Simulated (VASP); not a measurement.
# CaYI4 (P4/mmm) in VASP: single point with PBE

Aim: the single point of CaYI4 with PBE.

Program: VASP 6.6.1. These are calculated values, not measurements. Logs are shortened: lines on timing, memory, paths and dates and some standing lists are left out, and cuts for length are marked.

### 1 The cell of the first run

It takes space group P4/mmm (No. 123, tetragonal). The conventional cell has a = 5.421 Å, b = 5.421 Å, c = 7.693 Å, α = 90.00°, β = 90.00°, γ = 90.00°. Within 4.4 Å of Ca (site symmetry 4/mmm) lie 8 I at 3.35 Å. Y (site symmetry 4/mmm) has 8 I at 3.30 Å within 4.3 Å. I (site symmetry 2mm) has 2 Y at 3.30 Å and 2 Ca at 3.35 Å and 6 I at 3.75 to 3.94 Å within 4.3 Å.

### 2 Single point, PBE

File INCAR:

```
ALGO = Normal
EDIFF = 1E-6
ENCUT = 520
GGA = PE
ISIF = 2
ISMEAR = 0
LASPH = True
LCHARG = True
LELF = True
LREAL = False
LVHAR = True
LWAVE = False
NBANDS = 34
NELM = 60
PREC = Accurate
SIGMA = 0.1
```

File KPOINTS:

```
k-points
0
Gamma
  8 8 6
```

File POSCAR:

```
CaYI4
1.0
    5.4214820068      0.0000000000      0.0000000000
    0.0000000000      5.4214820068      0.0000000000
    0.0000000000      0.0000000000      7.6931509879
Ca Y I
1 1 4
Direct
    0.5000000000      0.5000000000      0.5000000000
    0.0000000000      0.0000000000      0.0000000000
    0.5000000000      0.0000000000      0.2438719222
    0.0000000000      0.5000000000      0.7561280778
    0.5000000000      0.0000000000      0.7561280778
    0.0000000000      0.5000000000      0.2438719222
```

Potentials or basis: VASP PAW PBE potentials, release 64 (Ca_sv, Y_sv, I).

Started as:

```console
$ cat potpaw_PBE.64/Ca_sv/POTCAR potpaw_PBE.64/Y_sv/POTCAR potpaw_PBE.64/I/POTCAR > POTCAR
$ mpirun -np 1 vasp_std > vasp.out
```

OUTCAR:

```text
EDIFF = 1E-6
   ENCUT = 520
   GGA = PE
   ISIF = 2
   ISMEAR = 0
   LASPH = True
   LREAL = False
   NELM = 60
   PREC = Accurate

 ion  position               nearest neighbor table
   1  0.500  0.500  0.500-   3 3.35   4 3.35   5 3.35   6 3.35   3 3.35   5 3.35   4 3.35   6 3.35

   2  0.000  0.000  0.000-   3 3.30   4 3.30   5 3.30   6 3.30   4 3.30   6 3.30   3 3.30   5 3.30

   3  0.500  0.000  0.244-   2 3.30   2 3.30   1 3.35   1 3.35
   4  0.000  0.500  0.756-   2 3.30   2 3.30   1 3.35   1 3.35
   5  0.500  0.000  0.756-   2 3.30   2 3.30   1 3.35   1 3.35
   6  0.000  0.500  0.244-   2 3.30   2 3.30   1 3.35   1 3.35

  LATTYP: Found a simple tetragonal cell.
 ALAT       =     5.4214820068
 C/A-ratio  =     1.4190125464

  Lattice vectors:

 A1 = (   5.4214820068,   0.0000000000,   0.0000000000)
 A2 = (   0.0000000000,   5.4214820068,   0.0000000000)
 A3 = (   0.0000000000,   0.0000000000,   7.6931509879)

Analysis of symmetry for initial positions (statically):
=====================================================================
 Subroutine PRICEL returns:
 Original cell was already a primitive cell.

 Routine SETGRP: Setting up the symmetry group for a
 simple tetragonal supercell.

 Subroutine GETGRP returns: Found 16 space group operations
 (whereof 16 operations were pure point group operations)
 out of a pool of 16 trial point group operations.

The static configuration has the point symmetry D_4h.

Analysis of symmetry for dynamics (positions and initial velocities):
=====================================================================
 Subroutine PRICEL returns:
 Original cell was already a primitive cell.

 Routine SETGRP: Setting up the symmetry group for a
 simple tetragonal supercell.

 Subroutine GETGRP returns: Found 16 space group operations
 (whereof 16 operations were pure point group operations)
 out of a pool of 16 trial point group operations.

The dynamic configuration has the point symmetry D_4h.

 Subroutine INISYM returns: Found 16 space group operations
 (whereof 16 operations are pure point group operations),
 and found     1 'primitive' translations

----------------------------------------------------------------------------------------

                                     Primitive cell

  volume of cell :     226.1207

  direct lattice vectors                    reciprocal lattice vectors
     5.421482007  0.000000000  0.000000000     0.184451410  0.000000000  0.000000000
     0.000000000  5.421482007  0.000000000     0.000000000  0.184451410  0.000000000
     0.000000000  0.000000000  7.693150988     0.000000000  0.000000000  0.129985750

  length of vectors
     5.421482007  5.421482007  7.693150988     0.184451410  0.184451410  0.129985750

  position of ions in fractional coordinates (direct lattice)
     0.500000000  0.500000000  0.500000000
     0.000000000  0.000000000  0.000000000
     0.500000000  0.000000000  0.243871922
     0.000000000  0.500000000  0.756128078
     0.500000000  0.000000000  0.756128078
     0.000000000  0.500000000  0.243871922

  ion indices of the primitive-cell ions
   primitive index   ion index
                 1           1
                 2           2
                 3           3
                 4           4
                 5           5
                 6           6

----------------------------------------------------------------------------------------

 KPOINTS: k-points

Automatic generation of k-mesh.
 Grid dimensions read from file:
 generate k-points for:    8    8    6

 Generating k-lattice:

  Cartesian coordinates                     Fractional coordinates (reciprocal lattice)
     0.023056426  0.000000000  0.000000000     0.125000000  0.000000000  0.000000000
     0.000000000  0.023056426  0.000000000     0.000000000  0.125000000  0.000000000
     0.000000000  0.000000000  0.021664292     0.000000000  0.000000000  0.166666667

  Length of vectors
     0.023056426  0.023056426  0.021664292

  Shift w.r.t. Gamma in fractional coordinates (k-lattice)
     0.000000000  0.000000000  0.000000000

 Subroutine IBZKPT returns following result:
 ===========================================

 Found     60 irreducible k-points:

 Following reciprocal coordinates:
            Coordinates               Weight
  0.000000  0.000000  0.000000      1.000000
  0.125000  0.000000  0.000000      4.000000
  0.250000  0.000000  0.000000      4.000000
  0.375000  0.000000  0.000000      4.000000
  0.500000  0.000000  0.000000      2.000000
  0.125000  0.125000  0.000000      4.000000
[... 16 lines left out ...]
  0.375000  0.125000  0.166667     16.000000
  0.500000  0.125000  0.166667      8.000000
 [... further k-points ...]
   k-points           NKPTS =     60   k-points in BZ     NKDIM =     60   number of bands    NBANDS=     34
   number of dos      NEDOS =    301   number of ions     NIONS =      6
   total plane-waves  NPLWV =  96000
   dimension x,y,z NGX =    40 NGY =   40 NGZ =   60
   dimension x,y,z NGXF=    80 NGYF=   80 NGZF=  120
   ions per type =               1   1   4
   NGX,Y,Z   is equivalent  to a cutoff of  12.27, 12.27, 12.97 a.u.
   NGXF,Y,Z  is equivalent  to a cutoff of  24.53, 24.53, 25.93 a.u.
 SYSTEM =  unknown system
   PREC   = accura    normal or accurate (medium, high low for compatibility)
   ISTART =      0    job   : 0-new  1-cont  2-samecut
   ICHARG =      2    charge: 1-file 2-atom 10-const
   ISPIN  =      1    spin polarized calculation?
   LNONCOLLINEAR =      F non collinear calculations
   LSORBIT =      F    spin-orbit coupling
   LASPH  =      T    aspherical Exc in radial PAW
   ENCUT  =  520.0 eV  38.22 Ry    6.18 a.u.  10.08 10.08 14.30*2*pi/ulx,y,z
   NELM   =     60;   NELMIN=  2; NELMDL= -5     # of ELM steps
   EDIFF  = 0.1E-05   stopping-criterion for ELM
   LREAL  =      F    real-space projection
   EDIFFG = 0.1E-04   stopping-criterion for IOM
   NSW    =      0    number of steps for IOM
   IBRION =     -1    ionic relax: 0-MD 1-quasi-New 2-CG
   NFREE  =      0    steps in history (QN), initial steepest desc. (CG)
   ISIF   =      2    stress and relaxation
   ISYM   =      2    0-nonsym 1-usesym 2-fastsym
   POTIM  = 0.5000    time-step for ionic-motion
   TEBEG  =    0.0;   TEEND  =   0.0 temperature during run
   PSTRESS=    0.0 pullay stress
   NELECT =      49.0000    total number of electrons
   NUPDOWN=      -1.0000    fix difference up-down
   EMIN   =  10.00;   EMAX   =-10.00  energy-range for DOS
   EFERMI =   0.00;   METHOD = LEGACY
   ISMEAR =     0;   SIGMA  =   0.10  broadening in eV -4-tet -1-fermi 0-gaus
   EFERMI_NEDOS =   21; number of points for ismear=-14 and -15
   IALGO  =     38    algorithm
   IMIX   =      4    mixing-type and parameters
     AMIX     =   0.40;   BMIX     =  1.00
     AMIX_MAG =   1.60;   BMIX_MAG =  1.00
  volume/ion in A,a.u.               =      37.69       254.32
  Fermi-wavevector in a.u.,A,eV,Ry     =   0.983317  1.858199 13.155633  0.966912
  Thomas-Fermi vector in A             =   2.114466
   LORBIT       =      0    0 simple, 1 ext, 2 COOP (PROOUT), +10 PAW based schemes
   GGA     = PE    functional components
   LHFCALC =     F    Hartree Fock is set to
   AEXX    =    0.0000 exact exchange contribution
   IVDW    =     0    specifies the selected vdW correction
   LEPSILON=     F    determine dielectric tensor
   LRPA    =     F    only Hartree local field effects (RPA)
 non-spin polarized calculation
 Gauss-broadening in eV      SIGMA  =   0.10
  energy-cutoff  :      520.00
  volume of cell :      226.12
 maximum number of plane-waves:      6120
   NGX = 21   NGY = 21   NGZ = 29

 number of electron      49.0000002 magnetization

 Free energy of the ion-electron system (eV)
  ---------------------------------------------------
  ext. energy  EPLUGINS =         0.00000000
  ---------------------------------------------------
  free energy    TOTEN  =       -21.65813600 eV

  energy without entropy =      -21.63055989  energy(sigma->0) =      -21.64434794

 E-fermi :   5.5127     XC(G=0):  -8.3498

 val. band max:        5.4992817768   @ k =   0.0000   0.0000   0.1667
 cond. band min:       5.5150782321   @ k =   0.5000   0.5000   0.3333
 fundamental gap:      0.0157964553
 Fermi energy:         5.5126651135

 k-point     1 :       0.0000    0.0000    0.0000
  band No.  band energies     occupation
      1     -39.3820      2.00000
      2     -37.9659      2.00000
      3     -19.3534      2.00000
      4     -19.3534      2.00000
      5     -19.3009      2.00000
      6     -18.9501      2.00000
[... 26 lines left out ...]
     33       7.6449      0.00000
     34       7.6463      0.00000

 k-point     2 :       0.1250    0.0000    0.0000
  band No.  band energies     occupation
      1     -39.3820      2.00000
      2     -37.9659      2.00000
      3     -19.3547      2.00000
      4     -19.3534      2.00000
      5     -19.3006      2.00000
      6     -18.9499      2.00000
[... 26 lines left out ...]
     33       7.2952      0.00000
     34       7.4590      0.00000

 k-point     3 :       0.2500    0.0000    0.0000
  band No.  band energies     occupation
      1     -39.3820      2.00000
      2     -37.9659      2.00000
      3     -19.3577      2.00000
      4     -19.3533      2.00000
      5     -19.2999      2.00000
      6     -18.9495      2.00000
[... 26 lines left out ...]
     33       7.2825      0.00000
     34       7.3264      0.00000
[... 704 lines left out ...]
 k-point    23 :       0.3750    0.1250    0.1667
  band No.  band energies     occupation
      1     -39.3819      2.00000
      2     -37.9659      2.00000
      3     -19.3607      2.00000
      4     -19.3544      2.00000
      5     -19.2988      2.00000
      6     -18.9490      2.00000
[... 26 lines left out ...]
     33       7.4092      0.00000
     34       7.7140      0.00000

 k-point    24 :       0.5000    0.1250    0.1667
  band No.  band energies     occupation
      1     -39.3819      2.00000
      2     -37.9659      2.00000
      3     -19.3619      2.00000
      4     -19.3544      2.00000
      5     -19.2985      2.00000
      6     -18.9488      2.00000
[... 26 lines left out ...]
     33       7.4321      0.00000
     34       7.6693      0.00000

 [... further k-points ...]

------------------------ aborting loop because EDIFF is reached ----------------------------------------

  FORCE on cell =-STRESS in cart. coord.  units (eV):
  Direction    XX          YY          ZZ          XY          YZ          ZX
  --------------------------------------------------------------------------------------
  -------------------------------------------------------------------------------------
  Total        0.0574412      0.0574412      0.0539071      0.0000000      0.0000000      0.0000000
  in kB        0.4069998      0.4069998      0.3819584      0.0000000      0.0000000      0.0000000
  external PRESSURE =       0.3986526 kB  Pullay stress =       0.0000000 kB

 VOLUME and BASIS-vectors are now :
 -----------------------------------------------------------------------------
  energy-cutoff  :      520.00
  volume of cell :      226.12
      direct lattice vectors                 reciprocal lattice vectors
     5.421482007  0.000000000  0.000000000     0.184451410  0.000000000  0.000000000
     0.000000000  5.421482007  0.000000000     0.000000000  0.184451410  0.000000000
     0.000000000  0.000000000  7.693150988     0.000000000  0.000000000  0.129985750

 POSITION                                       TOTAL-FORCE (eV/Angst)
 -----------------------------------------------------------------------------------
      2.71074      2.71074      3.84658        -0.000000     -0.000000      0.000000
      0.00000      0.00000      0.00000        -0.000000     -0.000000      0.000000
      2.71074      0.00000      1.87614         0.000000     -0.000000     -0.005696
      0.00000      2.71074      5.81701         0.000000      0.000000      0.005696
      2.71074      0.00000      5.81701        -0.000000      0.000000      0.005696
      0.00000      2.71074      1.87614        -0.000000      0.000000     -0.005696
 -----------------------------------------------------------------------------------
    total drift:                                0.000000      0.000000     -0.000000

  FREE ENERGIE OF THE ION-ELECTRON SYSTEM (eV)
  ---------------------------------------------------
  free  energy   TOTEN  =       -21.6581359986 eV

  energy  without entropy=      -21.6305598909  energy(sigma->0) =      -21.64434794
```

Wall time 8 min (1 thread of Intel Xeon Platinum 8375C at 2.90GHz (Ice Lake), shared host); peak memory 0.62 GiB.

What came out:

- Free energy: -21.6581 eV
- Pressure: 0.0 GPa
- Largest force: 0.006 eV/Å
- Band gap on the k mesh: zero (an odd number of electrons rules out a gap without spin polarisation)

Forces in eV/Å, atoms in the order of the input:
```
Ca   0.000  0.000  0.000
Y    0.000  0.000  0.000
I    0.000  0.000 -0.006
I    0.000  0.000  0.006
I    0.000  0.000  0.006
I    0.000  0.000 -0.006
```

Levels at points of the mesh, in eV from the Fermi level:
| k point | band 20 | band 21 | band 22 | band 23 | band 24 | band 25 | band 26 | band 27 | band 28 | band 29 |
| --- | --- | --- | --- | --- | --- | --- | --- | --- | --- | --- |
| (0.00, 0.00, 0.00) | -3.33 | -3.33 | -3.30 | -3.30 | -2.60 | -0.53 | -0.03 | 0.38 | 0.63 | 1.11 |
| (0.50, 0.00, 0.00) | -4.48 | -4.41 | -4.35 | -3.24 | -3.12 | 0.02 | 0.40 | 0.96 | 1.00 | 1.21 |
| (0.50, 0.50, 0.00) | -3.33 | -3.33 | -3.12 | -2.65 | -2.52 | -0.50 | -0.40 | 0.86 | 1.00 | 1.00 |
| (0.00, 0.00, 0.50) | -4.13 | -3.31 | -3.31 | -3.28 | -3.28 | -0.29 | 0.05 | 0.47 | 1.05 | 1.43 |
| (0.50, 0.00, 0.50) | -4.68 | -4.62 | -4.59 | -4.47 | -4.42 | 0.13 | 0.31 | 0.81 | 0.84 | 1.25 |
| (0.50, 0.50, 0.50) | -4.56 | -3.44 | -2.96 | -2.78 | -2.72 | 0.11 | 0.26 | 0.88 | 0.88 | 0.99 |

Caveat: spin-orbit coupling is left out, which moves the levels of the heavy elements; an odd number of electrons without spin polarisation forces a metal; a magnetic or distorted state may lie lower.
